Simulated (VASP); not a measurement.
# SiO2 (I4/mmm) in VASP: notebook

Runs on SiO2. Level: r2SCAN. Tasks: single point.

Program: VASP 6.6.1. These are calculated values, not measurements. Logs are shortened: lines on timing, memory, paths and dates and some standing lists are left out, and cuts for length are marked.

## Step 1: The cell of the first run

It takes space group I4/mmm (No. 139, tetragonal). The conventional cell has a = 8.939 Å, b = 8.939 Å, c = 5.231 Å, α = 90.00°, β = 90.00°, γ = 90.00°. Si (site symmetry m2m) has 4 O at 1.60 to 1.61 Å within 2.1 Å. O (site symmetry 2/m) has 2 Si at 1.60 Å within 2.1 Å. Within 2.1 Å of O (site symmetry m2m) lie 2 Si at 1.61 Å.

## Step 2: Single point, r2SCAN

POSCAR reads:

```
SiO2
1.0
   -4.4694822814      4.4694822814      2.6154272578
    4.4694822814     -4.4694822814      2.6154272578
    4.4694822814      4.4694822814     -2.6154272578
Si O
4 8
Direct
    0.1769564250      0.1769564250      0.3539128499
    0.8230435750      0.1769564250      0.0000000000
    0.1769564250      0.8230435750      0.0000000000
    0.8230435750      0.8230435750      0.6460871501
    0.5000000000      0.5000000000      0.5000000000
    0.0000000000      0.5000000000      0.0000000000
    0.5000000000      0.0000000000      0.0000000000
    0.0000000000      0.0000000000      0.5000000000
    0.0000000000      0.2088304677      0.2088304677
    0.7911695323      0.0000000000      0.7911695323
    0.2088304677      0.0000000000      0.2088304677
    0.0000000000      0.7911695323      0.7911695323
```

INCAR.step1 reads:

```
SYSTEM = SiO2
ALGO = Normal ; EDIFF = 1E-4
ENCUT = 520 ; GGA = PE
ISMEAR = -1 ; LASPH = .True.
LCHARG = .False. ; LREAL = .False.
LWAVE = .True. ; NBANDS = 44
NELM = 60 ; PREC = Accurate
SIGMA = 0.02
```

INCAR.step2 reads:

```
SYSTEM = SiO2
ALGO = Normal ; EDIFF = 1E-6
ENCUT = 520 ; ISIF = 2
ISMEAR = -1 ; ISTART = 1
LASPH = .True. ; LCHARG = .True.
LELF = .True. ; LMIXTAU = .True.
LREAL = .False. ; LVHAR = .True.
LWAVE = .False. ; METAGGA = R2SCAN
NBANDS = 44 ; NELM = 60
PREC = Accurate ; SIGMA = 0.02
```

KPOINTS reads:

```
k-points
0
Gamma
  6 6 6
  0 0 0
```

Potentials or basis: VASP PAW PBE potentials, release 64 (Si, O).

Command:

```bash
cat potpaw_PBE.64/Si/POTCAR potpaw_PBE.64/O/POTCAR > POTCAR
cp INCAR.step1 INCAR
mpirun -np 1 vasp_std > vasp.out
cp INCAR.step2 INCAR
mpirun -np 1 vasp_std > vasp.out
```

OUTCAR:

```text
SYSTEM = SiO2
   EDIFF = 1E-6
   ENCUT = 520
   ISIF = 2
   ISMEAR = -1
   ISTART = 1
   LASPH = .True.
   LREAL = .False.
   METAGGA = R2SCAN
   NELM = 60
   PREC = Accurate

 ion  position               nearest neighbor table
   1  0.177  0.177  0.354-   5 1.60   8 1.60   9 1.61  11 1.61
   2  0.823  0.177  0.000-   6 1.60   7 1.60   9 1.61  10 1.61
   3  0.177  0.823  0.000-   6 1.60   7 1.60  11 1.61  12 1.61
   4  0.823  0.823  0.646-   5 1.60   8 1.60  10 1.61  12 1.61
   5  0.500  0.500  0.500-   1 1.60   4 1.60
   6  0.000  0.500  0.000-   2 1.60   3 1.60
   7  0.500  0.000  0.000-   2 1.60   3 1.60
   8  0.000  0.000  0.500-   1 1.60   4 1.60
   9  0.000  0.209  0.209-   1 1.61   2 1.61
  10  0.791  0.000  0.791-   4 1.61   2 1.61
  11  0.209  0.000  0.209-   1 1.61   3 1.61
  12  0.000  0.791  0.791-   4 1.61   3 1.61

  LATTYP: Found a body centered tetragonal cell.
 ALAT       =     8.9389645628
 C/A-ratio  =     0.5851745444

  Lattice vectors:

 A1 = (  -4.4694822814,   4.4694822814,   2.6154272578)
 A2 = (   4.4694822814,  -4.4694822814,   2.6154272578)
 A3 = (   4.4694822814,   4.4694822814,  -2.6154272578)

Analysis of symmetry for initial positions (statically):
=====================================================================
 Subroutine PRICEL returns:
 Original cell was already a primitive cell.

 Routine SETGRP: Setting up the symmetry group for a
 body centered tetragonal supercell.

 Subroutine GETGRP returns: Found 16 space group operations
 (whereof 16 operations were pure point group operations)
 out of a pool of 16 trial point group operations.

The static configuration has the point symmetry D_4h.

Analysis of symmetry for dynamics (positions and initial velocities):
=====================================================================
 Subroutine PRICEL returns:
 Original cell was already a primitive cell.

 Routine SETGRP: Setting up the symmetry group for a
 body centered tetragonal supercell.

 Subroutine GETGRP returns: Found 16 space group operations
 (whereof 16 operations were pure point group operations)
 out of a pool of 16 trial point group operations.

The dynamic configuration has the point symmetry D_4h.

 Subroutine INISYM returns: Found 16 space group operations
 (whereof 16 operations are pure point group operations),
 and found     1 'primitive' translations

----------------------------------------------------------------------------------------

                                     Primitive cell

  volume of cell :     208.9859

  direct lattice vectors                    reciprocal lattice vectors
    -4.469482281  4.469482281  2.615427258     0.000000000  0.111869780  0.191173354
     4.469482281 -4.469482281  2.615427258     0.111869780  0.000000000  0.191173354
     4.469482281  4.469482281 -2.615427258     0.111869780  0.111869780  0.000000000

  length of vectors
     6.840541168  6.840541168  6.840541168     0.221499659  0.221499659  0.158207760

  position of ions in fractional coordinates (direct lattice)
     0.176956425  0.176956425  0.353912850
     0.823043575  0.176956425  0.000000000
     0.176956425  0.823043575  0.000000000
     0.823043575  0.823043575  0.646087150
     0.500000000  0.500000000  0.500000000
     0.000000000  0.500000000  0.000000000
     0.500000000  0.000000000  0.000000000
     0.000000000  0.000000000  0.500000000
     0.000000000  0.208830468  0.208830468
     0.791169532  0.000000000  0.791169532
     0.208830468  0.000000000  0.208830468
     0.000000000  0.791169532  0.791169532

  ion indices of the primitive-cell ions
   primitive index   ion index
                 1           1
                 2           2
                 3           3
                 4           4
                 5           5
                 6           6
                 7           7
                 8           8
                 9           9
                10          10
                11          11
                12          12

----------------------------------------------------------------------------------------

 KPOINTS: k-points

Automatic generation of k-mesh.
 Grid dimensions read from file:
 generate k-points for:    6    6    6

 Generating k-lattice:

  Cartesian coordinates                     Fractional coordinates (reciprocal lattice)
     0.000000000  0.018644963  0.031862226     0.166666667 -0.000000000  0.000000000
     0.018644963  0.000000000  0.031862226    -0.000000000  0.166666667  0.000000000
     0.018644963  0.018644963  0.000000000     0.000000000  0.000000000  0.166666667

  Length of vectors
     0.036916610  0.036916610  0.026367960

  Shift w.r.t. Gamma in fractional coordinates (k-lattice)
     0.000000000  0.000000000  0.000000000

 Subroutine IBZKPT returns following result:
 ===========================================

 Found     30 irreducible k-points:

 Following reciprocal coordinates:
            Coordinates               Weight
  0.000000  0.000000  0.000000      1.000000
  0.166667  0.000000  0.000000      8.000000
  0.333333  0.000000 -0.000000      8.000000
  0.500000  0.000000 -0.000000      4.000000
  0.166667  0.166667  0.000000      8.000000
  0.333333  0.166667 -0.000000     16.000000
[... 16 lines left out ...]
 -0.333333 -0.333333  0.166667      8.000000
 -0.166667 -0.333333  0.166667      8.000000
 [... further k-points ...]
   k-points           NKPTS =     30   k-points in BZ     NKDIM =     30   number of bands    NBANDS=     44
   number of dos      NEDOS =    301   number of ions     NIONS =     12
   total plane-waves  NPLWV = 157464
   dimension x,y,z NGX =    54 NGY =   54 NGZ =   54
   dimension x,y,z NGXF=   108 NGYF=  108 NGZF=  108
   ions per type =               4   8
   NGX,Y,Z   is equivalent  to a cutoff of  13.12, 13.12, 13.12 a.u.
   NGXF,Y,Z  is equivalent  to a cutoff of  26.25, 26.25, 26.25 a.u.
 SYSTEM =  SiO2
   PREC   = accura    normal or accurate (medium, high low for compatibility)
   ISTART =      1    job   : 0-new  1-cont  2-samecut
   ICHARG =      0    charge: 1-file 2-atom 10-const
   ISPIN  =      1    spin polarized calculation?
   LNONCOLLINEAR =      F non collinear calculations
   LSORBIT =      F    spin-orbit coupling
   LASPH  =      T    aspherical Exc in radial PAW
   ENCUT  =  520.0 eV  38.22 Ry    6.18 a.u.  12.72 12.72 12.72*2*pi/ulx,y,z
   NELM   =     60;   NELMIN=  2; NELMDL=  0     # of ELM steps
   EDIFF  = 0.1E-05   stopping-criterion for ELM
   LREAL  =      F    real-space projection
   EDIFFG = 0.1E-04   stopping-criterion for IOM
   NSW    =      0    number of steps for IOM
   IBRION =     -1    ionic relax: 0-MD 1-quasi-New 2-CG
   NFREE  =      0    steps in history (QN), initial steepest desc. (CG)
   ISIF   =      2    stress and relaxation
   ISYM   =      2    0-nonsym 1-usesym 2-fastsym
   POTIM  = 0.5000    time-step for ionic-motion
   TEBEG  =    0.0;   TEEND  =   0.0 temperature during run
   PSTRESS=    0.0 pullay stress
   NELECT =      64.0000    total number of electrons
   NUPDOWN=      -1.0000    fix difference up-down
   EMIN   =  10.00;   EMAX   =-10.00  energy-range for DOS
   EFERMI =   0.00;   METHOD = LEGACY
   ISMEAR =    -1;   SIGMA  =   0.02  broadening in eV -4-tet -1-fermi 0-gaus
   EFERMI_NEDOS =   21; number of points for ismear=-14 and -15
   IALGO  =     38    algorithm
   IMIX   =      4    mixing-type and parameters
     AMIX     =   0.40;   BMIX     =  1.00
     AMIX_MAG =   1.60;   BMIX_MAG =  1.00
  volume/ion in A,a.u.               =      17.42       117.53
  Fermi-wavevector in a.u.,A,eV,Ry     =   1.103475  2.085265 16.567228  1.217657
  Thomas-Fermi vector in A             =   2.239934
   LORBIT       =      0    0 simple, 1 ext, 2 COOP (PROOUT), +10 PAW based schemes
   METAGGA = R2SCAN    functional components
   LHFCALC =     F    Hartree Fock is set to
   AEXX    =    0.0000 exact exchange contribution
   IVDW    =     0    specifies the selected vdW correction
   LEPSILON=     F    determine dielectric tensor
   LRPA    =     F    only Hartree local field effects (RPA)
 non-spin polarized calculation
  energy-cutoff  :      520.00
  volume of cell :      208.99
 maximum number of plane-waves:      5649
 NGX is ok and might be reduce to    54
   NGX = 25   NGY = 25   NGZ = 25

 number of electron      64.0000008 magnetization

 Free energy of the ion-electron system (eV)
  ---------------------------------------------------
  ext. energy  EPLUGINS =         0.00000000
  ---------------------------------------------------
  free energy    TOTEN  =      -119.02343185 eV

  energy without entropy =     -119.02343185  energy(sigma->0) =     -119.02343185

 E-fermi :  -1.0720     XC(G=0):  -7.6265

 val. band max:       -1.4887236859   @ k =   0.5000   0.5000   0.5000
 cond. band min:       4.5785789783   @ k =   0.0000   0.0000   0.0000
 fundamental gap:      6.0673026642
 Fermi energy:        -1.0720448806

 k-point     1 :       0.0000    0.0000    0.0000
  band No.  band energies     occupation
      1     -21.9610      2.00000
      2     -21.0885      2.00000
      3     -20.5699      2.00000
      4     -20.5699      2.00000
      5     -19.9845      2.00000
      6     -19.9505      2.00000
[... 36 lines left out ...]
     43      10.4786      0.00000
     44      10.7712      0.00000

 k-point     2 :       0.1667    0.0000    0.0000
  band No.  band energies     occupation
      1     -21.8928      2.00000
      2     -21.0879      2.00000
      3     -20.6674      2.00000
      4     -20.5678      2.00000
      5     -19.9829      2.00000
      6     -19.9556      2.00000
[... 36 lines left out ...]
     43      10.1445      0.00000
     44      10.5536      0.00000

 k-point     3 :       0.3333    0.0000   -0.0000
  band No.  band energies     occupation
      1     -21.7121      2.00000
      2     -21.0840      2.00000
      3     -20.9070      2.00000
      4     -20.5707      2.00000
      5     -19.9823      2.00000
      6     -19.9613      2.00000
[... 36 lines left out ...]
     43      10.1989      0.00000
     44      10.5057      0.00000

 k-point     4 :       0.5000    0.0000   -0.0000
  band No.  band energies     occupation
      1     -21.5633      2.00000
      2     -21.0851      2.00000
      3     -21.0806      2.00000
      4     -20.5757      2.00000
      5     -19.9834      2.00000
      6     -19.9614      2.00000
[... 882 lines left out ...]
     43      10.1115      0.00000
     44      10.8480      0.00000

 k-point    23 :      -0.3333   -0.3333    0.1667
  band No.  band energies     occupation
      1     -21.4846      2.00000
      2     -21.3166      2.00000
      3     -21.1461      2.00000
      4     -20.3167      2.00000
      5     -19.9793      2.00000
      6     -19.9602      2.00000
[... 36 lines left out ...]
     43      10.1670      0.00000
     44      10.7196      0.00000

 k-point    24 :      -0.1667   -0.3333    0.1667
  band No.  band energies     occupation
      1     -21.5644      2.00000
      2     -21.0832      2.00000
      3     -21.0822      2.00000
      4     -20.5720      2.00000
      5     -19.9867      2.00000
      6     -19.9591      2.00000
[... 36 lines left out ...]
     43      10.5381      0.00000
     44      10.7368      0.00000

 [... further k-points ...]
[... 5 lines left out ...]
  --------------------------------------------------------------------------------------
  -------------------------------------------------------------------------------------
  Total        0.1594090      0.1594090      0.1372900      0.0000000      0.0000000      0.0000000
  in kB        1.2220988      1.2220988      1.0525249      0.0000000      0.0000000      0.0000000
  external PRESSURE =       1.1655742 kB  Pullay stress =       0.0000000 kB

 VOLUME and BASIS-vectors are now :
 -----------------------------------------------------------------------------
  energy-cutoff  :      520.00
  volume of cell :      208.99
      direct lattice vectors                 reciprocal lattice vectors
    -4.469482281  4.469482281  2.615427258     0.000000000  0.111869780  0.191173354
     4.469482281 -4.469482281  2.615427258     0.111869780  0.000000000  0.191173354
     4.469482281  4.469482281 -2.615427258     0.111869780  0.111869780  0.000000000

 POSITION                                       TOTAL-FORCE (eV/Angst)
 -----------------------------------------------------------------------------------
      1.58181      1.58181      0.00000         0.023153      0.023153     -0.000000
     -2.88768      2.88768      2.61543         0.023153     -0.023153      0.000000
      2.88768     -2.88768      2.61543        -0.023153      0.023153      0.000000
      2.88768      2.88768      2.61543        -0.023153     -0.023153      0.000000
      2.23474      2.23474      1.30771         0.000000      0.000000      0.000000
      2.23474     -2.23474      1.30771         0.000000      0.000000      0.000000
     -2.23474      2.23474      1.30771         0.000000      0.000000      0.000000
      2.23474      2.23474     -1.30771         0.000000      0.000000      0.000000
      1.86673      0.00000      0.00000        -0.010243      0.000000      0.000000
      0.00000      7.07224      0.00000         0.000000      0.010243      0.000000
      0.00000      1.86673      0.00000         0.000000     -0.010243      0.000000
      7.07224      0.00000      0.00000         0.010243      0.000000      0.000000
 -----------------------------------------------------------------------------------
    total drift:                                0.000000      0.000000     -0.000000

  FREE ENERGIE OF THE ION-ELECTRON SYSTEM (eV)
  ---------------------------------------------------
  free  energy   TOTEN  =      -119.0234318475 eV

  energy  without entropy=     -119.0234318474  energy(sigma->0) =     -119.02343185
```

Wall time 18 min (1 thread of AMD EPYC 9R45 (Zen 5), shared host); peak memory 0.49 GiB.

What came out:

```yaml
Free_energy: -119.0234 eV
Pressure: 0.1 GPa
Largest_force: 0.033 eV/Å
Band_gap_on_the_k_mesh: 6.07 eV
```

Forces in eV/Å, atoms in the order of the input:
```
Si   0.023  0.023  0.000
Si   0.023 -0.023  0.000
Si  -0.023  0.023  0.000
Si  -0.023 -0.023  0.000
O    0.000  0.000  0.000
O    0.000  0.000  0.000
O    0.000  0.000  0.000
O    0.000  0.000  0.000
O   -0.010  0.000  0.000
O    0.000  0.010  0.000
O    0.000 -0.010  0.000
O    0.010  0.000  0.000
```

Caveat: the PAW data sets were made with another functional, which shifts forces and pressure a little.

## Step 3: Single point, r2SCAN

POSCAR is that of step 2.

INCAR.step1 reads:

```
SYSTEM = SiO2
PREC     = Accurate       ! precision mode
ENCUT    = 520            ! plane-wave cutoff, eV
ISMEAR   = 0              ! smearing method
SIGMA    = 0.01           ! smearing width, eV
LREAL    = .False.        ! projectors in reciprocal space
LASPH    = .True.         ! aspherical terms in the spheres
NELM     = 100            ! most SCF steps
NBANDS   = 44             ! bands
GGA      = PE             ! functional
ALGO     = Normal         ! electronic algorithm
EDIFF    = 1E-4           ! SCF threshold, eV
LWAVE    = .True.         ! write WAVECAR
LCHARG   = .False.        ! write CHGCAR
```

INCAR.step2 reads:

```
SYSTEM = SiO2
PREC     = Accurate       ! precision mode
ENCUT    = 520            ! plane-wave cutoff, eV
EDIFF    = 1E-6           ! SCF threshold, eV
ISMEAR   = 0              ! smearing method
SIGMA    = 0.01           ! smearing width, eV
LREAL    = .False.        ! projectors in reciprocal space
LASPH    = .True.         ! aspherical terms in the spheres
NELM     = 100            ! most SCF steps
ALGO     = Normal         ! electronic algorithm
ISIF     = 2              ! what is computed and relaxed
LWAVE    = .False.        ! write WAVECAR
LCHARG   = .False.        ! write CHGCAR
METAGGA  = R2SCAN         ! meta-GGA
LMIXTAU  = .True.       
NBANDS   = 44             ! bands
ISTART   = 1
```

KPOINTS reads:

```
regular mesh
0
Gamma
  6 6 6
  0 0 0
```

Potentials or basis: VASP PAW PBE potentials, release 64 (Si, O).

Command:

```bash
cat potpaw_PBE.64/Si/POTCAR potpaw_PBE.64/O/POTCAR > POTCAR
cp INCAR.step1 INCAR
mpirun -np 1 vasp_std > vasp.out
cp INCAR.step2 INCAR
mpirun -np 1 vasp_std > vasp.out
```

Wall time 20 min (1 thread of AMD EPYC 9R45 (Zen 5), shared host); peak memory 0.49 GiB.

The run converged. Its results:

* Free energy: -119.0234 eV
* Pressure: 0.1 GPa
* Largest force: 0.033 eV/Å
* Band gap on the k mesh: 6.07 eV

Forces on the atoms (eV/Å):
```
Si   0.023  0.023  0.000
Si   0.023 -0.023  0.000
Si  -0.023  0.023  0.000
Si  -0.023 -0.023  0.000
O    0.000  0.000  0.000
O    0.000  0.000  0.000
O    0.000  0.000  0.000
O    0.000  0.000  0.000
O   -0.010  0.000  0.000
O    0.000  0.010  0.000
O    0.000 -0.010  0.000
O    0.010  0.000  0.000
```

Levels at points of the mesh, in eV from the valence-band top:
```tsv
k point	band 28	band 29	band 30	band 31	band 32	band 33	band 34	band 35	band 36	band 37
(0.00, 0.00, 0.00)	-1.39	-0.83	-0.68	-0.02	0.00	6.07	8.98	9.55	9.86	10.03
(0.50, 0.00, 0.00)	-1.15	-1.11	-0.78	-0.59	-0.25	8.27	8.43	9.31	9.94	10.04
(0.50, 0.50, 0.00)	-0.75	-0.46	-0.38	-0.38	-0.24	7.19	7.62	9.54	9.85	10.50
(0.50, 0.50, 0.50)	-1.02	-1.02	-0.18	0.00	0.00	8.11	8.46	8.46	8.66	9.60
```

Caveat: the PAW data sets were made with another functional, which shifts forces and pressure a little. A k mesh can miss the band edges.
